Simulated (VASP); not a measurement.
# Cu2H3 (Pmmm) in VASP: a series of runs, part 2 of 2

VASP 6.6.1.

### Step 3. Single point, PBE

This run uses another cell than the first one, of 14.02 Å³/atom.

The input, INCAR:

```
SYSTEM = Cu2H3
ALGO     = Fast           ! electronic algorithm
EDIFF    = 1E-7           ! SCF threshold, eV
ENCUT    = 520            ! plane-wave cutoff, eV
GGA      = PE             ! functional
ISIF     = 2              ! what is computed and relaxed
ISMEAR   = 0              ! smearing method
LASPH    = .TRUE.         ! aspherical terms in the spheres
LCHARG   = .TRUE.         ! write CHGCAR
LELF     = .TRUE.         ! ELF
LREAL    = .FALSE.        ! projectors in reciprocal space
LVHAR    = .TRUE.       
LWAVE    = .FALSE.        ! write WAVECAR
NBANDS   = 20             ! bands
NELM     = 60             ! most SCF steps
PREC     = Accurate       ! precision mode
SIGMA    = 0.1            ! smearing width, eV
```

The input, KPOINTS:

```
k-points
0
G
  14 8 8
  0 0 0
```

The input, POSCAR:

```
Cu2H3
1.0
    2.7580634556      0.0000000000      0.0000000000
    0.0000000000      4.8287799693      0.0000000000
    0.0000000000      0.0000000000      5.2652788176
Cu H
2 3
Direct
    0.5000000000      0.5000000000      0.5000000000
    0.5000000000      0.0000000000      0.5000000000
    0.0000000000      0.0000000000      0.5000000000
    0.5000000000      0.0000000000      0.0000000000
    0.0000000000      0.0000000000      0.0000000000
```

Potentials or basis: VASP PAW PBE potentials, release 64 (Cu, H).

Launch:

```
$ cat potpaw_PBE.64/Cu/POTCAR potpaw_PBE.64/H/POTCAR > POTCAR
$ mpirun -np 1 vasp_std > vasp.out
```

OUTCAR:

```text
SYSTEM = Cu2H3
   EDIFF = 1E-7
   ENCUT = 520
   GGA = PE
   ISIF = 2
   ISMEAR = 0
   LASPH = .TRUE.
   LREAL = .FALSE.
   NELM = 60
   PREC = Accurate

 ion  position               nearest neighbor table
   1  0.500  0.500  0.500-   2 2.41   2 2.41
   2  0.500  0.000  0.500-   3 1.38   3 1.38   1 2.41   1 2.41
   3  0.000  0.000  0.500-   2 1.38   2 1.38
   4  0.500  0.000  0.000-
   5  0.000  0.000  0.000-

  LATTYP: Found a simple orthorhombic cell.
 ALAT       =     2.7580634556
 B/A-ratio  =     1.7507863931
 C/A-ratio  =     1.9090491942

  Lattice vectors:

 A1 = (   2.7580634556,   0.0000000000,   0.0000000000)
 A2 = (   0.0000000000,   4.8287799693,   0.0000000000)
 A3 = (   0.0000000000,   0.0000000000,   5.2652788176)

Analysis of symmetry for initial positions (statically):
=====================================================================
 Subroutine PRICEL returns:
 Original cell was already a primitive cell.

 Routine SETGRP: Setting up the symmetry group for a
[... 173 lines left out ...]

  energy without entropy =      -13.11304849  energy(sigma->0) =      -13.11688278

 E-fermi :   0.3358     XC(G=0):  -7.9625

 val. band max:        0.3349934371   @ k =   0.0000   0.1250   0.1250
 cond. band min:       0.3365741458   @ k =   0.4286   0.5000   0.0000
 fundamental gap:      0.0015807087
 Fermi energy:         0.3358200776

 k-point     1 :       0.0000    0.0000    0.0000
  band No.  band energies     occupation
      1      -8.7249      2.00000
      2      -5.7979      2.00000
      3      -4.0480      2.00000
      4      -2.6857      2.00000
      5      -2.6184      2.00000
      6      -2.3220      2.00000
[... 541 lines left out ...]
     19      10.1338      0.00000
     20      10.5861      0.00000

 [... further k-points ...]

------------------------ aborting loop because EDIFF is reached ----------------------------------------

  FORCE on cell =-STRESS in cart. coord.  units (eV):
  Direction    XX          YY          ZZ          XY          YZ          ZX
  --------------------------------------------------------------------------------------
  -------------------------------------------------------------------------------------
  Total        0.0636140      0.0157106     -0.0405273     -0.0000000      0.0000000      0.0000000
  in kB        1.4534495      0.3589555     -0.9259657     -0.0000000      0.0000000      0.0000000
  external PRESSURE =       0.2954798 kB  Pullay stress =       0.0000000 kB

 VOLUME and BASIS-vectors are now :
 -----------------------------------------------------------------------------
  energy-cutoff  :      520.00
  volume of cell :       70.12
      direct lattice vectors                 reciprocal lattice vectors
     2.758063456  0.000000000  0.000000000     0.362573239  0.000000000  0.000000000
     0.000000000  4.828779969  0.000000000     0.000000000  0.207091648  0.000000000
     0.000000000  0.000000000  5.265278818     0.000000000  0.000000000  0.189923466

 POSITION                                       TOTAL-FORCE (eV/Angst)
 -----------------------------------------------------------------------------------
      1.37903      2.41439      2.63264         0.000000      0.000000      0.000000
      1.37903      0.00000      2.63264         0.000000      0.000000      0.000000
      0.00000      0.00000      2.63264         0.000000      0.000000      0.000000
      1.37903      0.00000      0.00000         0.000000      0.000000      0.000000
      0.00000      0.00000      0.00000         0.000000      0.000000      0.000000
 -----------------------------------------------------------------------------------
    total drift:                                0.000000      0.000000     -0.000000

  FREE ENERGIE OF THE ION-ELECTRON SYSTEM (eV)
  ---------------------------------------------------
  free  energy   TOTEN  =       -13.1207170736 eV

  energy  without entropy=      -13.1130484874  energy(sigma->0) =      -13.11688278
```

OSZICAR:

```text
N       E                     dE             d eps       ncg     rms          rms(c)
DAV:   1     0.149941582982E+03    0.14994E+03   -0.10242E+04  8000   0.143E+03
DAV:   2    -0.649890191022E+01   -0.15644E+03   -0.14746E+03  8020   0.266E+02
DAV:   3    -0.149326780201E+02   -0.84338E+01   -0.81284E+01  9600   0.886E+01
[... 11 lines left out ...]
RMM:  15    -0.131207140663E+02    0.26352E-05   -0.74408E-05  9699   0.118E-01    0.397E-03
RMM:  16    -0.131207166194E+02   -0.25530E-05   -0.24108E-05 10357   0.399E-02    0.211E-03
RMM:  17    -0.131207169796E+02   -0.36025E-06   -0.30612E-06  9794   0.199E-02    0.158E-03
RMM:  18    -0.131207170688E+02   -0.89194E-07   -0.11350E-06  8784   0.994E-03    0.498E-04
RMM:  19    -0.131207170736E+02   -0.47958E-08   -0.16980E-07  6568   0.504E-03
   1 F= -.13120717E+02 E0= -.13116883E+02  d E =-.766859E-02
```

Run time: 11 min. Hardware: 1 thread of Oxide Virtual Turin-like, shared host; peak memory 0.33 GiB.

What came out:

- Free energy: -13.1207 eV
- Pressure: 0.0 GPa
- Band gap on the k mesh: zero (an odd number of electrons rules out a gap without spin polarisation)

Stress tensor (GPa, compression positive):
```
 0.15  0.00  0.00
 0.00  0.04  0.00
 0.00  0.00 -0.09
```

Levels at points of the mesh, in eV from the Fermi level:
```csv
k point,band 10,band 11,band 12,band 13,band 14,band 15,band 16,band 17
"(0.00, 0.00, 0.00)",-1.39,-1.31,-1.24,0.91,1.25,2.15,7.12,7.93
"(0.50, 0.00, 0.00)",-1.35,-1.33,-0.80,-0.76,1.96,3.54,4.98,5.57
"(0.00, 0.50, 0.00)",-1.72,-1.62,-1.46,-1.24,2.75,4.02,5.57,8.29
"(0.50, 0.50, 0.00)",-1.66,-1.39,-1.34,-0.73,2.22,2.64,2.66,7.11
"(0.00, 0.00, 0.50)",-1.39,-1.31,-1.24,1.11,2.33,2.43,6.58,6.95
"(0.50, 0.00, 0.50)",-1.38,-1.33,-1.32,-0.93,1.04,3.64,5.15,6.70
"(0.00, 0.50, 0.50)",-1.76,-1.48,-1.46,-1.24,1.98,5.51,8.14,9.63
"(0.50, 0.50, 0.50)",-1.68,-1.31,-1.15,-0.92,1.40,2.45,2.84,6.30
```

Caveat: an odd number of electrons without spin polarisation forces a metal; a magnetic or distorted state may lie lower.

### Step 4. Relaxation of cell and atoms, PBE

This run uses another cell than the first one, of 13.25 Å³/atom.

The input, INCAR:

```
SYSTEM = Cu2H3
PREC = Accurate ; ENCUT = 600
EDIFF = 1E-6 ; ISMEAR = 0
SIGMA = 0.1 ; LREAL = .FALSE.
LASPH = .TRUE. ; NELM = 100
ALGO = Fast ; ISIF = 3
LWAVE = .FALSE. ; LCHARG = .FALSE.
GGA = PE ; IBRION = 2
NSW = 100 ; EDIFFG = -0.01
```

The input, KPOINTS:

```
regular mesh
0
G
  14 8 8
  0 0 0
```

POSCAR: that of step 3 with these lines changed.

```diff
@@ -2,5 +2,5 @@
 1.0
-    2.7580634556      0.0000000000      0.0000000000
-    0.0000000000      4.8287799693      0.0000000000
-    0.0000000000      0.0000000000      5.2652788176
+    2.7719914269      0.0000000000      0.0000000000
+    0.0000000000      4.8145334129      0.0000000000
+    0.0000000000      0.0000000000      4.9632700273
 Cu H
```

Launch:

```
$ cat potpaw_PBE.64/Cu/POTCAR potpaw_PBE.64/H/POTCAR > POTCAR
$ mpirun -np 1 vasp_std > vasp.out
```

Wall time 38 min (1 thread of Oxide Virtual Turin-like, shared host); peak memory 0.35 GiB.

It converged, with:

- Free energy: -13.1209 eV
- Relaxed volume: 14.02 Å³/atom
- Relaxed cell: a = 2.761 Å, b = 4.833 Å, c = 5.253 Å, α = 90.00°, β = 90.00°, γ = 90.00°
- Space group after relaxing (to 0.1 Å): Pmmm (No. 47)
- Energy gained by relaxing: 1.4 meV/atom
- Ionic steps: 10
- Pressure after relaxing: 0.0 GPa
- Band gap on the k mesh: zero (an odd number of electrons rules out a gap without spin polarisation)

The path:
```
step  energy change (eV)  largest force (eV/Å)  pressure (GPa)  volume (Å³)
   1              0.0000                0.0000            0.34        66.24
   2             -0.0008                0.0000            0.28        66.51
   3             -0.0026                0.0000            0.01        67.33
   4             -0.0034                0.0000           -0.48        68.98
   5             -0.0040                0.0000           -0.42        69.09
   6             -0.0053                0.0000           -0.32        69.42
   7             -0.0063                0.0000           -0.06        70.07
   8             -0.0067                0.0000           -0.03        70.08
   9             -0.0070                0.0000            0.05        70.11
  10             -0.0070                0.0000            0.00        70.10
```

Final structure:
```yaml
crystal:
  lattice:
    - [2.76128, 0.00000, 0.00000]
    - [0.00000, 4.83301, 0.00000]
    - [0.00000, 0.00000, 5.25310]
  atoms:
    - { symbol: Cu, position: [0.50000, 0.50000, 0.50000] }
    - { symbol: Cu, position: [0.50000, 0.00000, 0.50000] }
    - { symbol: H, position: [0.00000, 0.00000, 0.50000] }
    - { symbol: H, position: [0.50000, 0.00000, 0.00000] }
    - { symbol: H, position: [0.00000, 0.00000, 0.00000] }
```

Levels at points of the mesh, in eV from the Fermi level:
```tsv
k point	band 10	band 11	band 12	band 13	band 14	band 15	band 16
(0.00, 0.00, 0.00)	-1.38	-1.30	-1.23	0.91	1.27	2.14	7.12
(0.50, 0.00, 0.00)	-1.34	-1.33	-0.79	-0.75	1.97	3.54	4.97
(0.00, 0.50, 0.00)	-1.70	-1.62	-1.46	-1.24	2.77	4.04	5.59
(0.50, 0.50, 0.00)	-1.65	-1.39	-1.33	-0.72	2.21	2.64	2.67
(0.00, 0.00, 0.50)	-1.39	-1.30	-1.23	1.12	2.32	2.45	6.58
(0.50, 0.00, 0.50)	-1.37	-1.33	-1.31	-0.92	1.03	3.64	5.14
(0.00, 0.50, 0.50)	-1.75	-1.47	-1.46	-1.24	1.98	5.56	8.15
(0.50, 0.50, 0.50)	-1.67	-1.30	-1.15	-0.91	1.39	2.45	2.84
```

Caveat: an odd number of electrons without spin polarisation forces a metal; a magnetic or distorted state may lie lower.

### Step 5. The runs side by side

| task | cell | k mesh | cutoff (eV) | gap on the mesh (eV) | pressure (GPa) | relaxed volume (Å³/atom) |
| --- | --- | --- | --- | --- | --- | --- |
| relaxation of cell and atoms | relaxed from a = 3.292, b = 4.050, c = 4.882 Å, 5 atoms | 6 × 4 × 4 | 600 | none | 0.0 | 13.02 |
| single point | a = 2.758, b = 4.829, c = 5.265 Å, 5 atoms | 14 × 8 × 8 | 520 | none | 0.0 | - |
| relaxation of cell and atoms | relaxed from a = 2.772, b = 4.815, c = 4.963 Å, 5 atoms | 14 × 8 × 8 | 600 | none | 0.0 | 14.02 |

Alike in all rows: level PBE; potentials or basis VASP PAW PBE potentials, release 64 (Cu, H); no spin polarisation; smearing gaussian 0.1 eV.

Caveats: some runs use coarse meshes; an odd number of electrons without spin polarisation forces a metal; a magnetic or distorted state may lie lower; a cell axis changed by over 15 % at a fixed basis, so the end point is rough (at least some runs).

Absolute energies hang on the potentials; compare differences alone.
